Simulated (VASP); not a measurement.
# C in VASP: notebook

C is run at these levels: r2SCAN; tasks: single point.

All numbers are computed with VASP 6.6.1; they aren't measurements. Logs are shortened: lines on timing, memory, paths and dates and some standing lists are left out, and cuts for length are marked.

### Step 1. The cell of the first run

It takes space group I4_1/amd (No. 141, tetragonal). The conventional cell has a = 2.505 Å, b = 2.505 Å, c = 3.564 Å, α = 90.00°, β = 90.00°, γ = 90.00°. C (site symmetry -4m2) has 4 C at 1.54 Å within 2.0 Å.

### Step 2. Single point, r2SCAN (in-plane strain -0.005, then relaxed in part)

The input, POSCAR:

```
C
1.0
    1.7712400926      1.7712400926      0.0000000000
   -1.7712400926      1.7712400926      0.0000000000
    0.0000000000      1.7712400926      1.7820837908
C
2
Direct
    0.5000000000      0.5000000000      0.0000000000
    0.7500000000      0.2500000000      0.5000000000
```

The input, INCAR.step1:

```
SYSTEM = C
ALGO     = Normal         ! electronic algorithm
EDIFF    = 1E-5           ! SCF threshold, eV
ENCUT    = 1430           ! plane-wave cutoff, eV
GGA      = PE             ! functional
GGA_COMPAT= .False.      
ISMEAR   = 0              ! smearing method
LASPH    = .True.         ! aspherical terms in the spheres
LCHARG   = .False.        ! write CHGCAR
LREAL    = .False.        ! projectors in reciprocal space
LWAVE    = .True.         ! write WAVECAR
NBANDS   = 11             ! bands
NELM     = 120            ! most SCF steps
PREC     = Accurate       ! precision mode
SIGMA    = 0.01           ! smearing width, eV
```

The input, INCAR.step2:

```
SYSTEM = C
ALGO     = Normal         ! electronic algorithm
EDIFF    = 1E-6           ! SCF threshold, eV
ENCUT    = 1430           ! plane-wave cutoff, eV
GGA_COMPAT= .False.      
ISIF     = 2              ! what is computed and relaxed
ISMEAR   = 0              ! smearing method
ISTART   = 1            
LASPH    = .True.         ! aspherical terms in the spheres
LCHARG   = .False.        ! write CHGCAR
LMIXTAU  = .True.       
LREAL    = .False.        ! projectors in reciprocal space
LWAVE    = .False.        ! write WAVECAR
METAGGA  = R2SCAN         ! meta-GGA
NBANDS   = 11             ! bands
NELM     = 120            ! most SCF steps
PREC     = Accurate       ! precision mode
SIGMA    = 0.01           ! smearing width, eV
```

The input, KPOINTS:

```
k-points
0
Gamma
  12 12 12
  0 0 0
```

Potentials or basis: VASP PAW PBE potentials, release 64 (C_h).

Launch:

```console
$ cat potpaw_PBE.64/C_h/POTCAR > POTCAR
$ cp INCAR.step1 INCAR
$ mpirun -np 1 vasp_std > vasp.out
$ cp INCAR.step2 INCAR
$ mpirun -np 1 vasp_std > vasp.out
```

OUTCAR:

```text
SYSTEM = C
   EDIFF = 1E-6
   ENCUT = 1430
   ISIF = 2
   ISMEAR = 0
   ISTART = 1
   LASPH = .True.
   LREAL = .False.
   METAGGA = R2SCAN
   NELM = 120
   PREC = Accurate

 ion  position               nearest neighbor table
   1  0.500  0.500  0.000-
   2  0.750  0.250  0.500-

  LATTYP: Found a body centered tetragonal cell.
 ALAT       =     2.5049117612
 C/A-ratio  =     1.4228715106

  Lattice vectors:

 A1 = (   1.7712400926,   0.0000000000,  -1.7820837908)
 A2 = (  -1.7712400926,   0.0000000000,  -1.7820837908)
 A3 = (   0.0000000000,   1.7712400926,   1.7820837908)

Analysis of symmetry for initial positions (statically):
=====================================================================
 Subroutine PRICEL returns:
 Original cell was already a primitive cell.

 Routine SETGRP: Setting up the symmetry group for a
 body centered tetragonal supercell.

 Subroutine GETGRP returns: Found 16 space group operations
 (whereof  8 operations were pure point group operations)
 out of a pool of 16 trial point group operations.

The static configuration has the point symmetry D_2d.
 The point group associated with its full space group is D_4h.

Analysis of symmetry for dynamics (positions and initial velocities):
=====================================================================
 Subroutine PRICEL returns:
 Original cell was already a primitive cell.

 Routine SETGRP: Setting up the symmetry group for a
 body centered tetragonal supercell.

 Subroutine GETGRP returns: Found 16 space group operations
 (whereof  8 operations were pure point group operations)
 out of a pool of 16 trial point group operations.

The dynamic configuration has the point symmetry D_2d.
 The point group associated with its full space group is D_4h.

 Subroutine INISYM returns: Found 16 space group operations
 (whereof  8 operations are pure point group operations),
 and found     1 'primitive' translations

----------------------------------------------------------------------------------------

                                     Primitive cell

  volume of cell :      11.1818

  direct lattice vectors                    reciprocal lattice vectors
     1.771240093  1.771240093  0.000000000     0.282288100  0.282288100 -0.280570421
    -1.771240093  1.771240093  0.000000000    -0.282288100  0.282288100 -0.280570421
     0.000000000  1.771240093  1.782083791     0.000000000  0.000000000  0.561140843

  length of vectors
     2.504911761  2.504911761  2.512591113     0.487947645  0.487947645  0.561140843

  position of ions in fractional coordinates (direct lattice)
     0.500000000  0.500000000  0.000000000
     0.750000000  0.250000000  0.500000000

  ion indices of the primitive-cell ions
   primitive index   ion index
                 1           1
                 2           2

----------------------------------------------------------------------------------------

 KPOINTS: k-points

Automatic generation of k-mesh.
 Grid dimensions read from file:
 generate k-points for:   12   12   12

 Generating k-lattice:

  Cartesian coordinates                     Fractional coordinates (reciprocal lattice)
     0.023524008  0.023524008 -0.023380868     0.083333333  0.000000000  0.000000000
    -0.023524008  0.023524008 -0.023380868     0.000000000  0.083333333  0.000000000
     0.000000000  0.000000000  0.046761737     0.000000000  0.000000000  0.083333333

  Length of vectors
     0.040662304  0.040662304  0.046761737

  Shift w.r.t. Gamma in fractional coordinates (k-lattice)
     0.000000000  0.000000000  0.000000000

 Subroutine IBZKPT returns following result:
 ===========================================

 Found    163 irreducible k-points:

 Following reciprocal coordinates:
            Coordinates               Weight
  0.000000  0.000000  0.000000      1.000000
  0.083333  0.000000 -0.000000      8.000000
  0.166667  0.000000  0.000000      8.000000
  0.250000  0.000000  0.000000      8.000000
  0.333333  0.000000 -0.000000      8.000000
  0.416667  0.000000  0.000000      8.000000
[... 16 lines left out ...]
  0.500000  0.166667 -0.000000     16.000000
 -0.416667  0.166667  0.000000     16.000000
 [... further k-points ...]
   k-points           NKPTS =    163   k-points in BZ     NKDIM =    163   number of bands    NBANDS=     11
   number of dos      NEDOS =    301   number of ions     NIONS =      2
   total plane-waves  NPLWV =  32768
   dimension x,y,z NGX =    32 NGY =   32 NGZ =   32
   dimension x,y,z NGXF=    64 NGYF=   64 NGZF=   64
   ions per type =               2
   NGX,Y,Z   is equivalent  to a cutoff of  21.24, 21.24, 21.17 a.u.
   NGXF,Y,Z  is equivalent  to a cutoff of  42.48, 42.48, 42.35 a.u.
 SYSTEM =  C
   PREC   = accura    normal or accurate (medium, high low for compatibility)
   ISTART =      1    job   : 0-new  1-cont  2-samecut
   ICHARG =      0    charge: 1-file 2-atom 10-const
   ISPIN  =      1    spin polarized calculation?
   LNONCOLLINEAR =      F non collinear calculations
   LSORBIT =      F    spin-orbit coupling
   LASPH  =      T    aspherical Exc in radial PAW
   ENCUT  = 1430.0 eV 105.10 Ry   10.25 a.u.   7.72  7.72  7.75*2*pi/ulx,y,z
   NELM   =    120;   NELMIN=  2; NELMDL=  0     # of ELM steps
   EDIFF  = 0.1E-05   stopping-criterion for ELM
   LREAL  =      F    real-space projection
   EDIFFG = 0.1E-04   stopping-criterion for IOM
   NSW    =      0    number of steps for IOM
   IBRION =     -1    ionic relax: 0-MD 1-quasi-New 2-CG
   NFREE  =      0    steps in history (QN), initial steepest desc. (CG)
   ISIF   =      2    stress and relaxation
   ISYM   =      2    0-nonsym 1-usesym 2-fastsym
   POTIM  = 0.5000    time-step for ionic-motion
   TEBEG  =    0.0;   TEEND  =   0.0 temperature during run
   PSTRESS=    0.0 pullay stress
   NELECT =       8.0000    total number of electrons
   NUPDOWN=      -1.0000    fix difference up-down
   EMIN   =  10.00;   EMAX   =-10.00  energy-range for DOS
   EFERMI =   0.00;   METHOD = LEGACY
   ISMEAR =     0;   SIGMA  =   0.01  broadening in eV -4-tet -1-fermi 0-gaus
   EFERMI_NEDOS =   21; number of points for ismear=-14 and -15
   IALGO  =     38    algorithm
   IMIX   =      4    mixing-type and parameters
     AMIX     =   0.40;   BMIX     =  1.00
     AMIX_MAG =   1.60;   BMIX_MAG =  1.00
  volume/ion in A,a.u.               =       5.59        37.73
  Fermi-wavevector in a.u.,A,eV,Ry     =   1.464200  2.766937 29.169293  2.143883
  Thomas-Fermi vector in A             =   2.580205
   LORBIT       =      0    0 simple, 1 ext, 2 COOP (PROOUT), +10 PAW based schemes
   METAGGA = R2SCAN    functional components
   LHFCALC =     F    Hartree Fock is set to
   AEXX    =    0.0000 exact exchange contribution
   IVDW    =     0    specifies the selected vdW correction
   LEPSILON=     F    determine dielectric tensor
   LRPA    =     F    only Hartree local field effects (RPA)
 non-spin polarized calculation
 Gauss-broadening in eV      SIGMA  =   0.01
  energy-cutoff  :     1430.00
  volume of cell :       11.18
 maximum number of plane-waves:      1389
   NGX = 15   NGY = 15   NGZ = 15

 number of electron       8.0000000 magnetization

 Free energy of the ion-electron system (eV)
  ---------------------------------------------------
  ext. energy  EPLUGINS =         0.00000000
  ---------------------------------------------------
  free energy    TOTEN  =       -19.72071681 eV

  energy without entropy =      -19.72071681  energy(sigma->0) =      -19.72071681

 E-fermi :  11.3186     XC(G=0): -14.3487

 val. band max:       11.1673654887   @ k =   0.0000   0.0000   0.0000
 cond. band min:      15.4936995295   @ k =  -0.3333   0.3333   0.0000
 fundamental gap:      4.3263340408
 Fermi energy:        11.3185825755

 k-point     1 :       0.0000    0.0000    0.0000
  band No.  band energies     occupation
      1     -11.7336      2.00000
      2      11.0692      2.00000
      3      11.1674      2.00000
      4      11.1674      2.00000
      5      17.0276      0.00000
      6      17.0276      0.00000
      7      17.1096      0.00000
      8      25.3333      0.00000
      9      31.7340      0.00000
     10      38.4751      0.00000
     11      38.8119      0.00000

 k-point     2 :       0.0833    0.0000   -0.0000
  band No.  band energies     occupation
      1     -11.5308      2.00000
      2       9.8086      2.00000
      3      10.7540      2.00000
      4      10.8209      2.00000
      5      17.4870      0.00000
      6      17.5302      0.00000
      7      17.8415      0.00000
      8      25.5258      0.00000
      9      32.0809      0.00000
     10      36.4634      0.00000
     11      36.7179      0.00000

 k-point     3 :       0.1667    0.0000    0.0000
  band No.  band energies     occupation
      1     -10.9252      2.00000
      2       7.0980      2.00000
      3       9.9943      2.00000
      4      10.0725      2.00000
      5      18.4850      0.00000
      6      18.5132      0.00000
      7      19.0110      0.00000
      8      26.0780      0.00000
      9      32.8027      0.00000
     10      34.8474      0.00000
     11      35.0315      0.00000

 k-point     4 :       0.2500    0.0000    0.0000
  band No.  band energies     occupation
      1      -9.9260      2.00000
      2       4.0767      2.00000
      3       9.2124      2.00000
      4       9.3042      2.00000
      5      19.4060      0.00000
      6      19.4162      0.00000
      7      19.8063      0.00000
      8      26.8433      0.00000
      9      33.2387      0.00000
     10      34.4888      0.00000
     11      34.5887      0.00000
[... 239 lines left out ...]
 k-point    22 :       0.4167    0.1667    0.0000
  band No.  band energies     occupation
      1      -5.2630      2.00000
      2      -2.1737      2.00000
      3       5.3039      2.00000
      4       7.2581      2.00000
      5      19.0895      0.00000
      6      22.0181      0.00000
      7      23.1083      0.00000
      8      27.7253      0.00000
      9      31.8428      0.00000
     10      36.5585      0.00000
     11      37.4394      0.00000

 k-point    23 :       0.5000    0.1667   -0.0000
  band No.  band energies     occupation
      1      -5.6850      2.00000
      2      -1.6623      2.00000
      3       5.8216      2.00000
      4       6.8564      2.00000
      5      18.6275      0.00000
      6      22.5372      0.00000
      7      23.1393      0.00000
      8      26.3973      0.00000
      9      32.6479      0.00000
     10      36.6413      0.00000
     11      39.1895      0.00000

 k-point    24 :      -0.4167    0.1667    0.0000
  band No.  band energies     occupation
      1      -7.3303      2.00000
      2       0.6835      2.00000
      3       6.5800      2.00000
      4       6.7698      2.00000
      5      18.1822      0.00000
      6      22.8106      0.00000
      7      23.0579      0.00000
      8      24.6326      0.00000
      9      33.6712      0.00000
     10      35.1337      0.00000
     11      39.9745      0.00000

 [... further k-points ...]
[... 5 lines left out ...]
  --------------------------------------------------------------------------------------
  -------------------------------------------------------------------------------------
  Total        0.3845865      0.3845865     -0.0457929      0.0000000      0.0000000     -0.0000000
  in kB       55.1050860     55.1050860     -6.5613819      0.0000000      0.0000000     -0.0000000
  external PRESSURE =      34.5495967 kB  Pullay stress =       0.0000000 kB

 VOLUME and BASIS-vectors are now :
 -----------------------------------------------------------------------------
  energy-cutoff  :     1430.00
  volume of cell :       11.18
      direct lattice vectors                 reciprocal lattice vectors
     1.771240093  1.771240093  0.000000000     0.282288100  0.282288100 -0.280570421
    -1.771240093  1.771240093  0.000000000    -0.282288100  0.282288100 -0.280570421
     0.000000000  1.771240093  1.782083791     0.000000000  0.000000000  0.561140843

 POSITION                                       TOTAL-FORCE (eV/Angst)
 -----------------------------------------------------------------------------------
      0.00000      1.77124      0.00000         0.000000      0.000000      0.000000
      0.88562      2.65686      0.89104        -0.000000     -0.000000      0.000000
 -----------------------------------------------------------------------------------
    total drift:                                0.000000     -0.000000      0.000000

  FREE ENERGIE OF THE ION-ELECTRON SYSTEM (eV)
  ---------------------------------------------------
  free  energy   TOTEN  =       -19.7207168050 eV

  energy  without entropy=      -19.7207168050  energy(sigma->0) =      -19.72071681
```

Run time: 3.8 min. Hardware: 1 thread of AMD EPYC 7R43 (Zen 3), shared host; peak memory 0.19 GiB.

What came out:

```
Free energy            : -19.7207 eV
Pressure               : 3.5 GPa
Band gap on the k mesh : 4.33 eV (least direct gap 5.86 eV)
```

Stress tensor (GPa, compression positive):
```
 5.51  0.00  0.00
 0.00  5.51  0.00
 0.00  0.00 -0.66
```

Caveat: the cell differs from its parent crystal (in-plane strain -0.005, then relaxed in part); the stress differs along the axes, from -1 to 6 GPa; the PAW data sets were made with another functional, which shifts forces and pressure a little.

(Part 1 of 2 ends here.)
